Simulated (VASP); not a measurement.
# Os (P6_3/mmc) in VASP: further runs

The runs below take Os through single point, with LDA.

Everything below comes from runs of VASP 6.6.1. Logs are shortened: lines on timing, memory, paths and dates and some standing lists are left out, and cuts for length are marked.

### Step 1. The cell of the first run

Symmetry: P6_3/mmc, No. 194, hexagonal system. Conventional cell: a = 2.752 Å, b = 2.752 Å, c = 4.348 Å, α = 90.00°, β = 90.00°, γ = 120.00°. Os (site symmetry -6m2) has 12 Os at 2.69 to 2.75 Å within 3.6 Å.

### Step 2. Single point, LDA

File INCAR:

```
SYSTEM = Os
ALGO = Normal
EDIFF = 1E-7
ENCUT = 520
ISIF = 2
ISMEAR = -1
LASPH = .True.
LCHARG = .False.
LREAL = .False.
LWAVE = .False.
NBANDS = 15
NELM = 80
PREC = Accurate
SIGMA = 0.05
```

File KPOINTS:

```
k-points
0
Gamma
  11 11 6
  0 0 0
```

File POSCAR:

```
Os
1.0
    2.7522071502      0.0000000000      0.0000000000
   -1.3761035751      2.3834813086      0.0000000000
    0.0000000000      0.0000000000      4.3483081185
Os
2
Direct
    0.6666666667      0.3333333333      0.7500000000
    0.3333333333      0.6666666667      0.2500000000
```

Potentials or basis: VASP PAW LDA potentials, release 64 (Os).

Launch:

```sh
> cat potpaw_LDA.64/Os/POTCAR > POTCAR
> mpirun -np 1 vasp_std > vasp.out
```

OUTCAR:

```text
SYSTEM = Os
   EDIFF = 1E-7
   ENCUT = 520
   ISIF = 2
   ISMEAR = -1
   LASPH = .True.
   LREAL = .False.
   NELM = 80
   PREC = Accurate

 ion  position               nearest neighbor table
   1  0.667  0.333  0.750-   2 2.69   2 2.69   2 2.69   2 2.69   2 2.69   2 2.69
   2  0.333  0.667  0.250-   1 2.69   1 2.69   1 2.69   1 2.69   1 2.69   1 2.69

  LATTYP: Found a hexagonal cell.
 ALAT       =     2.7522071502
 C/A-ratio  =     1.5799348963

  Lattice vectors:

 A1 = (   2.7522071502,   0.0000000000,   0.0000000000)
 A2 = (  -1.3761035751,   2.3834813086,   0.0000000000)
 A3 = (   0.0000000000,   0.0000000000,   4.3483081185)

Analysis of symmetry for initial positions (statically):
=====================================================================
 Subroutine PRICEL returns:
 Original cell was already a primitive cell.

 Routine SETGRP: Setting up the symmetry group for a
 hexagonal supercell.

 Subroutine GETGRP returns: Found 24 space group operations
 (whereof 12 operations were pure point group operations)
 out of a pool of 24 trial point group operations.

The static configuration has the point symmetry D_3d.
 The point group associated with its full space group is D_6h.

Analysis of symmetry for dynamics (positions and initial velocities):
=====================================================================
 Subroutine PRICEL returns:
 Original cell was already a primitive cell.

 Routine SETGRP: Setting up the symmetry group for a
 hexagonal supercell.

 Subroutine GETGRP returns: Found 24 space group operations
 (whereof 12 operations were pure point group operations)
 out of a pool of 24 trial point group operations.

The dynamic configuration has the point symmetry D_3d.
 The point group associated with its full space group is D_6h.

 Subroutine INISYM returns: Found 24 space group operations
 (whereof 12 operations are pure point group operations),
 and found     1 'primitive' translations

----------------------------------------------------------------------------------------

                                     Primitive cell

  volume of cell :      28.5242

  direct lattice vectors                    reciprocal lattice vectors
     2.752207150  0.000000000  0.000000000     0.363344743  0.209777185  0.000000000
    -1.376103575  2.383481309  0.000000000     0.000000000  0.419554370  0.000000000
     0.000000000  0.000000000  4.348308119     0.000000000  0.000000000  0.229974503

  length of vectors
     2.752207150  2.752207150  4.348308119     0.419554370  0.419554370  0.229974503

  position of ions in fractional coordinates (direct lattice)
     0.666666667  0.333333333  0.750000000
     0.333333333  0.666666667  0.250000000

  ion indices of the primitive-cell ions
   primitive index   ion index
                 1           1
                 2           2

----------------------------------------------------------------------------------------

 KPOINTS: k-points

Automatic generation of k-mesh.
 Grid dimensions read from file:
 generate k-points for:   11   11    6

 Generating k-lattice:

  Cartesian coordinates                     Fractional coordinates (reciprocal lattice)
     0.033031340  0.019070653  0.000000000     0.090909091  0.000000000  0.000000000
     0.000000000  0.038141306  0.000000000     0.000000000  0.090909091  0.000000000
     0.000000000  0.000000000  0.038329084     0.000000000  0.000000000  0.166666667

  Length of vectors
     0.038141306  0.038141306  0.038329084

  Shift w.r.t. Gamma in fractional coordinates (k-lattice)
     0.000000000  0.000000000  0.000000000

 Subroutine IBZKPT returns following result:
 ===========================================

 Found     64 irreducible k-points:

 Following reciprocal coordinates:
            Coordinates               Weight
  0.000000  0.000000  0.000000      1.000000
  0.090909 -0.000000  0.000000      6.000000
  0.181818 -0.000000  0.000000      6.000000
  0.272727  0.000000  0.000000      6.000000
  0.363636 -0.000000  0.000000      6.000000
  0.454545 -0.000000  0.000000      6.000000
[... 16 lines left out ...]
  0.090909  0.090909  0.166667     12.000000
  0.181818  0.090909  0.166667     24.000000
 [... further k-points ...]
   k-points           NKPTS =     64   k-points in BZ     NKDIM =     64   number of bands    NBANDS=     15
   number of dos      NEDOS =    301   number of ions     NIONS =      2
   total plane-waves  NPLWV =  12800
   dimension x,y,z NGX =    20 NGY =   20 NGZ =   32
   dimension x,y,z NGXF=    40 NGYF=   40 NGZF=   64
   ions per type =               2
   NGX,Y,Z   is equivalent  to a cutoff of  12.08, 12.08, 12.23 a.u.
   NGXF,Y,Z  is equivalent  to a cutoff of  24.16, 24.16, 24.47 a.u.
 SYSTEM =  Os
   PREC   = accura    normal or accurate (medium, high low for compatibility)
   ISTART =      0    job   : 0-new  1-cont  2-samecut
   ICHARG =      2    charge: 1-file 2-atom 10-const
   ISPIN  =      1    spin polarized calculation?
   LNONCOLLINEAR =      F non collinear calculations
   LSORBIT =      F    spin-orbit coupling
   LASPH  =      T    aspherical Exc in radial PAW
   ENCUT  =  520.0 eV  38.22 Ry    6.18 a.u.   5.12  5.12  8.08*2*pi/ulx,y,z
   NELM   =     80;   NELMIN=  2; NELMDL= -5     # of ELM steps
   EDIFF  = 0.1E-06   stopping-criterion for ELM
   LREAL  =      F    real-space projection
   EDIFFG = 0.1E-05   stopping-criterion for IOM
   NSW    =      0    number of steps for IOM
   IBRION =     -1    ionic relax: 0-MD 1-quasi-New 2-CG
   NFREE  =      0    steps in history (QN), initial steepest desc. (CG)
   ISIF   =      2    stress and relaxation
   ISYM   =      2    0-nonsym 1-usesym 2-fastsym
   POTIM  = 0.5000    time-step for ionic-motion
   TEBEG  =    0.0;   TEEND  =   0.0 temperature during run
   PSTRESS=    0.0 pullay stress
   NELECT =      16.0000    total number of electrons
   NUPDOWN=      -1.0000    fix difference up-down
   EMIN   =  10.00;   EMAX   =-10.00  energy-range for DOS
   EFERMI =   0.00;   METHOD = LEGACY
   ISMEAR =    -1;   SIGMA  =   0.05  broadening in eV -4-tet -1-fermi 0-gaus
   EFERMI_NEDOS =   21; number of points for ismear=-14 and -15
   IALGO  =     38    algorithm
   IMIX   =      4    mixing-type and parameters
     AMIX     =   0.40;   BMIX     =  1.00
     AMIX_MAG =   1.60;   BMIX_MAG =  1.00
  volume/ion in A,a.u.               =      14.26        96.25
  Fermi-wavevector in a.u.,A,eV,Ry     =   1.350135  2.551385 24.801566  1.822864
  Thomas-Fermi vector in A             =   2.477664
   LORBIT       =      0    0 simple, 1 ext, 2 COOP (PROOUT), +10 PAW based schemes
   GGA     = CA    functional components
   LHFCALC =     F    Hartree Fock is set to
   AEXX    =    0.0000 exact exchange contribution
   IVDW    =     0    specifies the selected vdW correction
   LEPSILON=     F    determine dielectric tensor
   LRPA    =     F    only Hartree local field effects (RPA)
 non-spin polarized calculation
  energy-cutoff  :      520.00
  volume of cell :       28.52
 maximum number of plane-waves:       780
   NGX = 11   NGY = 11   NGZ = 17

 number of electron      15.9999999 magnetization

 Free energy of the ion-electron system (eV)
  ---------------------------------------------------
  ext. energy  EPLUGINS =         0.00000000
  ---------------------------------------------------
  free energy    TOTEN  =       -25.24527588 eV

  energy without entropy =      -25.23145580  energy(sigma->0) =      -25.23836584

 E-fermi :   9.0371     XC(G=0): -14.0709

 val. band max:        9.0162016507   @ k =   0.3636  -0.0000   0.3333
 cond. band min:       9.0988352701   @ k =   0.3636   0.0909   0.3333
 fundamental gap:      0.0826336194
 Fermi energy:         9.0370686539

 k-point     1 :       0.0000    0.0000    0.0000
  band No.  band energies     occupation
      1      -1.6003      2.00000
      2       1.5160      2.00000
      3       6.1183      2.00000
      4       6.1183      2.00000
      5       6.3518      2.00000
      6       6.9304      2.00000
      7       6.9304      2.00000
      8       7.5597      2.00000
      9       7.5597      2.00000
     10       9.2299      0.04140
     11      10.7176      0.00000
     12      10.7176      0.00000
     13      17.9326      0.00000
     14      23.2220      0.00000
     15      25.8889      0.00000

 k-point     2 :       0.0909   -0.0000    0.0000
  band No.  band energies     occupation
      1      -1.2748      2.00000
      2       1.8008      2.00000
      3       5.5840      2.00000
      4       6.4040      2.00000
      5       6.7060      2.00000
      6       6.8546      2.00000
      7       7.1124      2.00000
      8       7.1968      2.00000
      9       7.3382      2.00000
     10       8.1330      2.00000
     11      10.8684      0.00000
     12      12.3566      0.00000
     13      17.8979      0.00000
     14      23.8701      0.00000
     15      26.2983      0.00000

 k-point     3 :       0.1818   -0.0000    0.0000
  band No.  band energies     occupation
      1      -0.3741      2.00000
      2       2.4689      2.00000
      3       4.9658      2.00000
      4       5.7020      2.00000
      5       6.3064      2.00000
      6       6.8379      2.00000
      7       7.2304      2.00000
      8       7.5179      2.00000
      9       7.5711      2.00000
     10       7.9605      2.00000
     11      11.1752      0.00000
     12      14.7089      0.00000
     13      17.7201      0.00000
     14      24.7646      0.00000
     15      26.4973      0.00000
[... 343 lines left out ...]
 k-point    23 :       0.0909    0.0909    0.1667
  band No.  band energies     occupation
      1      -0.3546      2.00000
      2       2.3819      2.00000
      3       5.1026      2.00000
      4       5.4871      2.00000
      5       6.2209      2.00000
      6       6.5652      2.00000
      7       7.0335      2.00000
      8       7.3574      2.00000
      9       8.0535      2.00000
     10       8.1067      2.00000
     11      10.9810      0.00000
     12      13.0140      0.00000
     13      19.4336      0.00000
     14      24.3967      0.00000
     15      26.4453      0.00000

 k-point    24 :       0.1818    0.0909    0.1667
  band No.  band energies     occupation
      1       0.6639      2.00000
      2       3.0855      2.00000
      3       4.4680      2.00000
      4       4.6774      2.00000
      5       5.8822      2.00000
      6       6.4812      2.00000
      7       7.0463      2.00000
      8       7.9584      2.00000
      9       8.5556      1.99987
     10       8.9138      1.84349
     11      11.1348      0.00000
     12      14.5081      0.00000
     13      19.4535      0.00000
     14      24.0206      0.00000
     15      25.1394      0.00000

 [... further k-points ...]

------------------------ aborting loop because EDIFF is reached ----------------------------------------

  FORCE on cell =-STRESS in cart. coord.  units (eV):
  Direction    XX          YY          ZZ          XY          YZ          ZX
  --------------------------------------------------------------------------------------
  -------------------------------------------------------------------------------------
  Total       -2.7275497     -2.7275497     -2.9308960     -0.0000000     -0.0000000     -0.0000000
  in kB     -153.2039898   -153.2039898   -164.6257681     -0.0000000     -0.0000000     -0.0000000
  external PRESSURE =    -157.0112493 kB  Pullay stress =       0.0000000 kB

 VOLUME and BASIS-vectors are now :
 -----------------------------------------------------------------------------
  energy-cutoff  :      520.00
  volume of cell :       28.52
      direct lattice vectors                 reciprocal lattice vectors
     2.752207150  0.000000000  0.000000000     0.363344743  0.209777185  0.000000000
    -1.376103575  2.383481309  0.000000000     0.000000000  0.419554370  0.000000000
     0.000000000  0.000000000  4.348308119     0.000000000  0.000000000  0.229974503

 POSITION                                       TOTAL-FORCE (eV/Angst)
 -----------------------------------------------------------------------------------
      1.37610      0.79449      3.26123         0.000000      0.000000      0.000000
     -0.00000      1.58899      1.08708        -0.000000      0.000000      0.000000
 -----------------------------------------------------------------------------------
    total drift:                                0.000000     -0.000000     -0.000000

  FREE ENERGIE OF THE ION-ELECTRON SYSTEM (eV)
  ---------------------------------------------------
  free  energy   TOTEN  =       -25.2452758808 eV

  energy  without entropy=      -25.2314557973  energy(sigma->0) =      -25.23836584
```

Wall time 28 s (1 thread of Intel Xeon 8259CL, shared host); peak memory 0.11 GiB.

Results:

- Free energy: -25.2453 eV
- Pressure: -15.7 GPa
- Band gap on the k mesh: zero (bands 8 and 9 overlap by 3.76 eV)

Caveat: the cell stands under tension; spin-orbit coupling is left out, which moves the levels of the heavy elements.

### Step 3. Single point, LDA

This run uses another cell than the first one, of 14.54 Å³/atom.

File INCAR:

```
PREC = Accurate ; ENCUT = 520
EDIFF = 1E-7 ; ISMEAR = -1
SIGMA = 0.05 ; LREAL = F
LASPH = T ; NELM = 60
ALGO = Normal ; ISIF = 2
LWAVE = F ; LCHARG = T
GGA = CA ; LELF = T
LVHAR = T ; NBANDS = 15
```

File KPOINTS:

```
Automatic mesh
0
Gamma
  11 11 6
```

File POSCAR:

```
Os
1.0
    2.7700791260      0.0000000000      0.0000000000
   -1.3850395630      2.3989588936      0.0000000000
    0.0000000000      0.0000000000      4.3765446767
Os
2
Direct
    0.6666666667      0.3333333333      0.7500000000
    0.3333333333      0.6666666667      0.2500000000
```

Potentials or basis: VASP PAW LDA potentials, release 64 (Os).

Launch:

```sh
> cat potpaw_LDA.64/Os/POTCAR > POTCAR
> mpirun -np 1 vasp_std > vasp.out
```

Wall time 46 s (1 thread of Intel Xeon 8259CL, shared host); peak memory 0.12 GiB.

The run converged. Its results:

- Free energy: -25.1790 eV
- Pressure: -22.6 GPa
- Band gap on the k mesh: zero (bands 8 and 9 overlap by 3.64 eV)

Stress tensor (GPa, compression positive):
```
-22.11   0.00   0.00
  0.00 -22.11   0.00
  0.00   0.00 -23.72
```

Levels at points of the mesh, in eV from the Fermi level:
```tsv
k point	band 4	band 5	band 6	band 7	band 8	band 9	band 10	band 11	band 12	band 13
(0.00, 0.00, 0.00)	-2.83	-2.61	-2.05	-2.05	-1.44	-1.44	0.19	1.63	1.63	8.67
(0.00, 0.00, 0.50)	-3.33	-3.02	-3.02	-3.02	-3.02	0.87	0.87	0.87	0.87	13.87
```

Caveat: the cell stands under tension; spin-orbit coupling is left out, which moves the levels of the heavy elements.

The gap in the log of VASP goes by the Fermi energy; the results here count the filled bands.